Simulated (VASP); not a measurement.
# Ti (I4/mmm) in VASP: a series of runs, part 2 of 2

VASP 6.6.1.

## 3. Single point, r2SCAN (strain -0.0150 x Voigt [1, 0, 0, 0, 0, 0])

Input file POSCAR:

```
Ti
1.0
   -1.6163850000      1.6410000000      1.6410000000
    1.6163850000     -1.6410000000      1.6410000000
    1.6163850000      1.6410000000     -1.6410000000
Ti
1
Direct
    0.0000000000      0.0000000000      0.0000000000
```

Input file INCAR.step1:

```
SYSTEM = Ti
ALGO = Normal ; EDIFF = 1E-4
ENCUT = 520 ; GGA = PE
ISMEAR = 0 ; LASPH = .TRUE.
LCHARG = .FALSE. ; LREAL = .FALSE.
LWAVE = .TRUE. ; NBANDS = 12
NELM = 80 ; PREC = Accurate
SIGMA = 0.15
```

Input file INCAR.step2:

```
SYSTEM = Ti
ALGO = Normal ; EDIFF = 1E-7
ENCUT = 520 ; ISIF = 2
ISMEAR = 0 ; ISTART = 1
LASPH = .TRUE. ; LCHARG = .TRUE.
LELF = .TRUE. ; LMIXTAU = .TRUE.
LREAL = .FALSE. ; LVHAR = .TRUE.
LWAVE = .FALSE. ; METAGGA = R2SCAN
NBANDS = 12 ; NELM = 80
PREC = Accurate ; SIGMA = 0.15
```

Input file KPOINTS:

```
k-points
0
G
  20 20 20
  0 0 0
```

Potentials or basis: VASP PAW PBE potentials, release 64 (Ti_sv).

On the command line:

```console
cat potpaw_PBE.64/Ti_sv/POTCAR > POTCAR
cp INCAR.step1 INCAR
mpirun -np 1 vasp_std > vasp.out
cp INCAR.step2 INCAR
mpirun -np 1 vasp_std > vasp.out
```

OUTCAR:

```text
SYSTEM = Ti
   EDIFF = 1E-7
   ENCUT = 520
   ISIF = 2
   ISMEAR = 0
   ISTART = 1
   LASPH = .TRUE.
   LREAL = .FALSE.
   METAGGA = R2SCAN
   NELM = 80
   PREC = Accurate

 ion  position               nearest neighbor table
   1  0.000  0.000  0.000-

  LATTYP: Found a body centered tetragonal cell.
 ALAT       =     3.2820000000
 C/A-ratio  =     0.9850000000

  Lattice vectors:

 A1 = (  -1.6163850000,   1.6410000000,  -1.6410000000)
 A2 = (  -1.6163850000,  -1.6410000000,   1.6410000000)
 A3 = (   1.6163850000,   1.6410000000,   1.6410000000)

Analysis of symmetry for initial positions (statically):
=====================================================================
 Subroutine PRICEL returns:
 Original cell was already a primitive cell.

 Routine SETGRP: Setting up the symmetry group for a
 body centered tetragonal supercell.

 Subroutine GETGRP returns: Found 16 space group operations
 (whereof 16 operations were pure point group operations)
 out of a pool of 16 trial point group operations.

The static configuration has the point symmetry D_4h.

Analysis of symmetry for dynamics (positions and initial velocities):
=====================================================================
 Subroutine PRICEL returns:
 Original cell was already a primitive cell.

 Routine SETGRP: Setting up the symmetry group for a
 body centered tetragonal supercell.

 Subroutine GETGRP returns: Found 16 space group operations
 (whereof 16 operations were pure point group operations)
 out of a pool of 16 trial point group operations.

The dynamic configuration has the point symmetry D_4h.

 Subroutine INISYM returns: Found 16 space group operations
 (whereof 16 operations are pure point group operations),
 and found     1 'primitive' translations

----------------------------------------------------------------------------------------

                                     Primitive cell

  volume of cell :      17.4109

  direct lattice vectors                    reciprocal lattice vectors
    -1.616385000  1.641000000  1.641000000     0.000000000  0.304692261  0.304692261
     1.616385000 -1.641000000  1.641000000     0.309332244  0.000000000  0.304692261
     1.616385000  1.641000000 -1.641000000     0.309332244  0.304692261  0.000000000

  length of vectors
     2.828155312  2.828155312  2.828155312     0.430899928  0.434193288  0.434193288

  position of ions in fractional coordinates (direct lattice)
     0.000000000  0.000000000  0.000000000

  ion indices of the primitive-cell ions
   primitive index   ion index
                 1           1

----------------------------------------------------------------------------------------

 KPOINTS: k-points

Automatic generation of k-mesh.
 Grid dimensions read from file:
 generate k-points for:   20   20   20

 Generating k-lattice:

  Cartesian coordinates                     Fractional coordinates (reciprocal lattice)
     0.000000000  0.015234613  0.015234613     0.050000000  0.000000000  0.000000000
     0.015466612  0.000000000  0.015234613     0.000000000  0.050000000  0.000000000
     0.015466612  0.015234613  0.000000000     0.000000000  0.000000000  0.050000000

  Length of vectors
     0.021544996  0.021709664  0.021709664

  Shift w.r.t. Gamma in fractional coordinates (k-lattice)
     0.000000000  0.000000000  0.000000000

 Subroutine IBZKPT returns following result:
 ===========================================

 Found    641 irreducible k-points:

 Following reciprocal coordinates:
            Coordinates               Weight
  0.000000  0.000000  0.000000      1.000000
  0.050000  0.000000  0.000000      4.000000
  0.100000  0.000000  0.000000      4.000000
  0.150000  0.000000  0.000000      4.000000
  0.200000  0.000000  0.000000      4.000000
  0.250000  0.000000  0.000000      4.000000
[... 16 lines left out ...]
  0.050000  0.100000  0.000000     16.000000
  0.100000  0.100000  0.000000     16.000000
 [... further k-points ...]
   k-points           NKPTS =    641   k-points in BZ     NKDIM =    641   number of bands    NBANDS=     12
   number of dos      NEDOS =    301   number of ions     NIONS =      1
   total plane-waves  NPLWV =  13824
   dimension x,y,z NGX =    24 NGY =   24 NGZ =   24
   dimension x,y,z NGXF=    48 NGYF=   48 NGZF=   48
   ions per type =               1
   NGX,Y,Z   is equivalent  to a cutoff of  14.11, 14.11, 14.11 a.u.
   NGXF,Y,Z  is equivalent  to a cutoff of  28.22, 28.22, 28.22 a.u.
 SYSTEM =  Ti
   PREC   = accura    normal or accurate (medium, high low for compatibility)
   ISTART =      1    job   : 0-new  1-cont  2-samecut
   ICHARG =      0    charge: 1-file 2-atom 10-const
   ISPIN  =      1    spin polarized calculation?
   LNONCOLLINEAR =      F non collinear calculations
   LSORBIT =      F    spin-orbit coupling
   LASPH  =      T    aspherical Exc in radial PAW
   ENCUT  =  520.0 eV  38.22 Ry    6.18 a.u.   5.26  5.26  5.26*2*pi/ulx,y,z
   NELM   =     80;   NELMIN=  2; NELMDL=  0     # of ELM steps
   EDIFF  = 0.1E-06   stopping-criterion for ELM
   LREAL  =      F    real-space projection
   EDIFFG = 0.1E-05   stopping-criterion for IOM
   NSW    =      0    number of steps for IOM
   IBRION =     -1    ionic relax: 0-MD 1-quasi-New 2-CG
   NFREE  =      0    steps in history (QN), initial steepest desc. (CG)
   ISIF   =      2    stress and relaxation
   ISYM   =      2    0-nonsym 1-usesym 2-fastsym
   POTIM  = 0.5000    time-step for ionic-motion
   TEBEG  =    0.0;   TEEND  =   0.0 temperature during run
   PSTRESS=    0.0 pullay stress
   NELECT =      12.0000    total number of electrons
   NUPDOWN=      -1.0000    fix difference up-down
   EMIN   =  10.00;   EMAX   =-10.00  energy-range for DOS
   EFERMI =   0.00;   METHOD = LEGACY
   ISMEAR =     0;   SIGMA  =   0.15  broadening in eV -4-tet -1-fermi 0-gaus
   EFERMI_NEDOS =   21; number of points for ismear=-14 and -15
   IALGO  =     38    algorithm
   IMIX   =      4    mixing-type and parameters
     AMIX     =   0.40;   BMIX     =  1.00
     AMIX_MAG =   1.60;   BMIX_MAG =  1.00
  volume/ion in A,a.u.               =      17.41       117.49
  Fermi-wavevector in a.u.,A,eV,Ry     =   1.446088  2.732709 28.452085  2.091169
  Thomas-Fermi vector in A             =   2.564196
   LORBIT       =      0    0 simple, 1 ext, 2 COOP (PROOUT), +10 PAW based schemes
   METAGGA = R2SCAN    functional components
   LHFCALC =     F    Hartree Fock is set to
   AEXX    =    0.0000 exact exchange contribution
   IVDW    =     0    specifies the selected vdW correction
   LEPSILON=     F    determine dielectric tensor
   LRPA    =     F    only Hartree local field effects (RPA)
 non-spin polarized calculation
 Gauss-broadening in eV      SIGMA  =   0.15
  energy-cutoff  :      520.00
  volume of cell :       17.41
 maximum number of plane-waves:       482
 NGX is ok and might be reduce to    24
   NGX = 11   NGY = 11   NGZ = 11

 number of electron      11.9999998 magnetization

 Free energy of the ion-electron system (eV)
  ---------------------------------------------------
  ext. energy  EPLUGINS =         0.00000000
  ---------------------------------------------------
  free energy    TOTEN  =       -12.82606241 eV

  energy without entropy =      -12.80075092  energy(sigma->0) =      -12.81340667

 E-fermi :   8.0957     XC(G=0): -12.3869

 val. band max:        8.0956235819   @ k =   0.5000  -0.4500   0.1000
 cond. band min:       8.0959271974   @ k =  -0.3000   0.3500   0.1000
 fundamental gap:      0.0003036156
 Fermi energy:         8.0957116730

 k-point     1 :       0.0000    0.0000    0.0000
  band No.  band energies     occupation
      1     -50.8220      2.00000
      2     -25.6289      2.00000
      3     -25.6277      2.00000
      4     -25.6277      2.00000
      5       1.7607      2.00000
      6       9.1544      0.00000
      7       9.2761      0.00000
      8       9.2761      0.00000
      9      10.9362      0.00000
     10      11.0772      0.00000
     11      26.0698      0.00000
     12      26.0698      0.00000
[... 331 lines left out ...]
 k-point    24 :       0.1000    0.1000    0.0000
  band No.  band energies     occupation
      1     -50.7861      2.00000
      2     -25.8169      2.00000
      3     -25.6729      2.00000
      4     -25.6439      2.00000
      5       2.7715      2.00000
      6       8.8266      0.00000
      7       8.9168      0.00000
      8      10.0128      0.00000
      9      10.5819      0.00000
     10      11.1216      0.00000
     11      24.5111      0.00000
     12      25.3293      0.00000

 [... further k-points ...]
[... 5 lines left out ...]
  --------------------------------------------------------------------------------------
  -------------------------------------------------------------------------------------
  Total       -0.1336800     -0.0664454     -0.0664454      0.0000000      0.0000000     -0.0000000
  in kB      -12.3014177     -6.1143974     -6.1143974      0.0000000      0.0000000     -0.0000000
  external PRESSURE =      -8.1767375 kB  Pullay stress =       0.0000000 kB

 VOLUME and BASIS-vectors are now :
 -----------------------------------------------------------------------------
  energy-cutoff  :      520.00
  volume of cell :       17.41
      direct lattice vectors                 reciprocal lattice vectors
    -1.616385000  1.641000000  1.641000000     0.000000000  0.304692261  0.304692261
     1.616385000 -1.641000000  1.641000000     0.309332244  0.000000000  0.304692261
     1.616385000  1.641000000 -1.641000000     0.309332244  0.304692261  0.000000000

 POSITION                                       TOTAL-FORCE (eV/Angst)
 -----------------------------------------------------------------------------------
      0.00000      0.00000      0.00000         0.000000      0.000000      0.000000
 -----------------------------------------------------------------------------------
    total drift:                                0.000000      0.000000      0.000000

  FREE ENERGIE OF THE ION-ELECTRON SYSTEM (eV)
  ---------------------------------------------------
  free  energy   TOTEN  =       -12.8260624087 eV

  energy  without entropy=      -12.8007509246  energy(sigma->0) =      -12.81340667
```

It took 3.1 min on 1 thread of Intel Xeon 6975P-C (Granite Rapids), shared host; peak memory 0.25 GiB.

What came out:

```yaml
Free_energy: -12.8261 eV
Pressure: -0.8 GPa
Band_gap_on_the_k_mesh: zero (band 6 reaches 9.22 eV, above the bottom of band 7 at 7.39 eV)
```

Stress tensor (GPa, compression positive):
```
-1.23  0.00  0.00
 0.00 -0.61  0.00
 0.00  0.00 -0.61
```

Caveat: the cell differs from its parent crystal (strain -0.0150 x Voigt [1, 0, 0, 0, 0, 0]); the PAW data sets were made with another functional, which shifts forces and pressure a little.

## 4. Single point, r2SCAN (strain -0.0100 x Voigt [1, 0, 0, 0, 0, 0])

Input file POSCAR:

```
Ti
1.0
   -1.6245900000      1.6410000000      1.6410000000
    1.6245900000     -1.6410000000      1.6410000000
    1.6245900000      1.6410000000     -1.6410000000
Ti
1
Direct
    0.0000000000      0.0000000000      0.0000000000
```

Input file INCAR.step1:

```
SYSTEM = Ti
PREC     = Accurate       ! precision mode
ENCUT    = 520            ! plane-wave cutoff, eV
ISMEAR   = 0              ! smearing method
SIGMA    = 0.15           ! smearing width, eV
LREAL    = .False.        ! projectors in reciprocal space
LASPH    = .True.         ! aspherical terms in the spheres
NELM     = 100            ! most SCF steps
NBANDS   = 12             ! bands
GGA      = PE             ! functional
ALGO     = Normal         ! electronic algorithm
EDIFF    = 1E-4           ! SCF threshold, eV
LWAVE    = .True.         ! write WAVECAR
LCHARG   = .False.        ! write CHGCAR
```

Input file INCAR.step2:

```
SYSTEM = Ti
PREC     = Accurate       ! precision mode
ENCUT    = 520            ! plane-wave cutoff, eV
EDIFF    = 1E-7           ! SCF threshold, eV
ISMEAR   = 0              ! smearing method
SIGMA    = 0.15           ! smearing width, eV
LREAL    = .False.        ! projectors in reciprocal space
LASPH    = .True.         ! aspherical terms in the spheres
NELM     = 100            ! most SCF steps
ALGO     = Normal         ! electronic algorithm
ISIF     = 2              ! what is computed and relaxed
LWAVE    = .False.        ! write WAVECAR
LCHARG   = .False.        ! write CHGCAR
METAGGA  = R2SCAN         ! meta-GGA
LMIXTAU  = .True.       
NBANDS   = 12             ! bands
ISTART   = 1
```

Input file KPOINTS:

```
Automatic mesh
0
Gamma
  20 20 20
  0 0 0
```

On the command line:

```console
cat potpaw_PBE.64/Ti_sv/POTCAR > POTCAR
cp INCAR.step1 INCAR
mpirun -np 1 vasp_std > vasp.out
cp INCAR.step2 INCAR
mpirun -np 1 vasp_std > vasp.out
```

It took 3.7 min on 1 thread of Intel Xeon 6975P-C (Granite Rapids), shared host; peak memory 0.25 GiB.

Results (log left out):

- Free energy: -12.8253 eV
- Pressure: -1.4 GPa
- Band gap on the k mesh: zero (band 6 reaches 9.18 eV, above the bottom of band 7 at 7.33 eV)

Stress tensor (GPa, compression positive):
```
-1.63  0.00  0.00
 0.00 -1.23  0.00
 0.00  0.00 -1.23
```

Levels at points of the mesh, in eV from the Fermi level:
| k point | band 3 | band 4 | band 5 | band 6 | band 7 | band 8 | band 9 | band 10 |
| --- | --- | --- | --- | --- | --- | --- | --- | --- |
| (0.00, 0.00, 0.00) | -33.74 | -33.74 | -6.32 | 1.08 | 1.16 | 1.16 | 2.85 | 2.94 |
| (0.50, 0.00, 0.00) | -33.95 | -33.74 | -2.56 | -0.26 | 0.89 | 2.84 | 3.23 | 4.43 |
| (0.00, 0.50, 0.00) | -33.95 | -33.75 | -2.56 | -0.36 | 0.96 | 2.93 | 3.27 | 4.44 |
| (0.50, 0.50, 0.50) | -34.21 | -34.19 | -2.25 | -2.23 | 4.08 | 4.08 | 4.09 | 8.59 |

Caveat: the cell differs from its parent crystal (strain -0.0100 x Voigt [1, 0, 0, 0, 0, 0]); the PAW data sets were made with another functional, which shifts forces and pressure a little.

## 5. Single point, r2SCAN (strain -0.0050 x Voigt [1, 0, 0, 0, 0, 0])

Input file POSCAR:

```
Ti
1.0
   -1.6327950000      1.6410000000      1.6410000000
    1.6327950000     -1.6410000000      1.6410000000
    1.6327950000      1.6410000000     -1.6410000000
Ti
1
Direct
    0.0000000000      0.0000000000      0.0000000000
```

Input file INCAR.step1:

```
SYSTEM = Ti
PREC = Accurate ; ENCUT = 520
ISMEAR = 0 ; SIGMA = 0.15
LREAL = .False. ; LASPH = .True.
NELM = 80 ; NBANDS = 12
GGA = PE ; ALGO = Normal
EDIFF = 1E-4 ; LWAVE = .True.
LCHARG = .False.
```

Input file INCAR.step2:

```
SYSTEM = Ti
PREC = Accurate ; ENCUT = 520
EDIFF = 1E-6 ; ISMEAR = 0
SIGMA = 0.15 ; LREAL = .False.
LASPH = .True. ; NELM = 80
ALGO = Normal ; ISIF = 2
LWAVE = .False. ; LCHARG = .False.
METAGGA = R2SCAN ; LMIXTAU = .True.
NBANDS = 12 ; ISTART = 1
```

Input file KPOINTS:

```
regular mesh
0
Gamma
  20 20 20
  0 0 0
```

On the command line:

```console
cat potpaw_PBE.64/Ti_sv/POTCAR > POTCAR
cp INCAR.step1 INCAR
mpirun -np 1 vasp_std > vasp.out
cp INCAR.step2 INCAR
mpirun -np 1 vasp_std > vasp.out
```

Run time: 2.5 min. Hardware: 1 thread of Intel Xeon 6975P-C (Granite Rapids), shared host; peak memory 0.25 GiB.

Results (log left out):

* Free energy: -12.8244 eV
* Pressure: -2.0 GPa
* Band gap on the k mesh: zero (band 6 reaches 9.11 eV, above the bottom of band 7 at 7.28 eV)

Stress tensor (GPa, compression positive):
```
-2.17  0.00  0.00
 0.00 -1.97  0.00
 0.00  0.00 -1.97
```

Levels at points of the mesh, in eV from the Fermi level:
```csv
k point,band 2,band 3,band 4,band 5,band 6,band 7,band 8,band 9,band 10,band 11
"(0.00, 0.00, 0.00)",-33.76,-33.76,-33.76,-6.31,1.10,1.14,1.14,2.86,2.90,17.97
"(0.50, 0.00, 0.00)",-34.42,-33.96,-33.76,-2.55,-0.29,0.90,2.86,3.22,4.41,9.00
"(0.00, 0.50, 0.00)",-34.42,-33.96,-33.76,-2.55,-0.34,0.93,2.90,3.24,4.41,9.04
"(0.50, 0.50, 0.50)",-34.21,-34.21,-34.21,-2.23,-2.22,4.06,4.06,4.06,8.60,8.60
```

Caveat: the cell differs from its parent crystal (strain -0.0050 x Voigt [1, 0, 0, 0, 0, 0]); the PAW data sets were made with another functional, which shifts forces and pressure a little.

## 6. Single point, r2SCAN (strain +0.0050 x Voigt [1, 0, 0, 0, 0, 0])

Input file POSCAR:

```
Ti
1.0
   -1.6492050000      1.6410000000      1.6410000000
    1.6492050000     -1.6410000000      1.6410000000
    1.6492050000      1.6410000000     -1.6410000000
Ti
1
Direct
    0.0000000000      0.0000000000      0.0000000000
```

Input file INCAR.step1:

```
SYSTEM = Ti
  PREC = Accurate
  ENCUT = 520
  ISMEAR = 0
  SIGMA = 0.15
  LREAL = .FALSE.
  LASPH = .TRUE.
  NELM = 80
  NBANDS = 12
  GGA = PE
  ALGO = Normal
  EDIFF = 1E-4
  LWAVE = .TRUE.
  LCHARG = .FALSE.
```

Input file INCAR.step2:

```
SYSTEM = Ti
  PREC = Accurate
  ENCUT = 520
  EDIFF = 1E-6
  ISMEAR = 0
  SIGMA = 0.15
  LREAL = .FALSE.
  LASPH = .TRUE.
  NELM = 80
  ALGO = Normal
  ISIF = 2
  LWAVE = .FALSE.
  LCHARG = .FALSE.
  METAGGA = R2SCAN
  LMIXTAU = .TRUE.
  NBANDS = 12
  ISTART = 1
```

Input file KPOINTS:

```
regular mesh
0
G
  20 20 20
  0 0 0
```

Potentials or basis: VASP PAW PBE potentials, release 64 (Ti_sv).

On the command line:

```console
cat potpaw_PBE.64/Ti_sv/POTCAR > POTCAR
cp INCAR.step1 INCAR
mpirun -np 1 vasp_std > vasp.out
cp INCAR.step2 INCAR
mpirun -np 1 vasp_std > vasp.out
```

Wall time 2.3 min (1 thread of Intel Xeon 6975P-C (Granite Rapids), shared host); peak memory 0.25 GiB.

Results (log left out):

* Free energy: -12.8218 eV
* Pressure: -3.1 GPa
* Band gap on the k mesh: zero (band 6 reaches 8.99 eV, above the bottom of band 7 at 7.18 eV)

Stress tensor (GPa, compression positive):
```
-2.93  0.00  0.00
 0.00 -3.13  0.00
 0.00  0.00 -3.13
```

Levels at points of the mesh, in eV from the Fermi level:
| k point | band 4 | band 5 | band 6 | band 7 | band 8 | band 9 |
| --- | --- | --- | --- | --- | --- | --- |
| (0.00, 0.00, 0.00) | -33.79 | -6.29 | 1.11 | 1.11 | 1.14 | 2.83 |
| (0.50, 0.00, 0.00) | -33.80 | -2.52 | -0.34 | 0.91 | 2.88 | 3.20 |
| (0.00, 0.50, 0.00) | -33.79 | -2.52 | -0.30 | 0.88 | 2.84 | 3.19 |
| (0.50, 0.50, 0.50) | -34.23 | -2.19 | -2.18 | 4.01 | 4.01 | 4.01 |

Caveat: the cell differs from its parent crystal (strain +0.0050 x Voigt [1, 0, 0, 0, 0, 0]); the PAW data sets were made with another functional, which shifts forces and pressure a little.

## 7. Summary

| cell | gap on the mesh (eV) | pressure (GPa) |
| --- | --- | --- |
| a = 2.823 Å, angles 110.6, 108.9, 108.9°, 1 atom | none | -0.4 |
| a = 2.828 Å, angles 110.3, 109.1, 109.1°, 1 atom | none | -0.8 |
| a = 2.833 Å, angles 110.0, 109.2, 109.2°, 1 atom | none | -1.4 |
| a = 2.838 Å, angles 109.7, 109.3, 109.3°, 1 atom | none | -2.0 |
| a = 2.847 Å, angles 109.2, 109.6, 109.6°, 1 atom | none | -3.1 |

Alike in all rows: task single point; level r2SCAN; potentials or basis VASP PAW PBE potentials, release 64 (Ti_sv); no spin polarisation; k mesh 20 × 20 × 20; cutoff (eV) 520; smearing gaussian 0.15 eV.

Caveats: the PAW data sets were made with another functional, which shifts forces and pressure a little.

Total energies depend on the potentials used, so only differences within one code and one set of settings carry meaning.
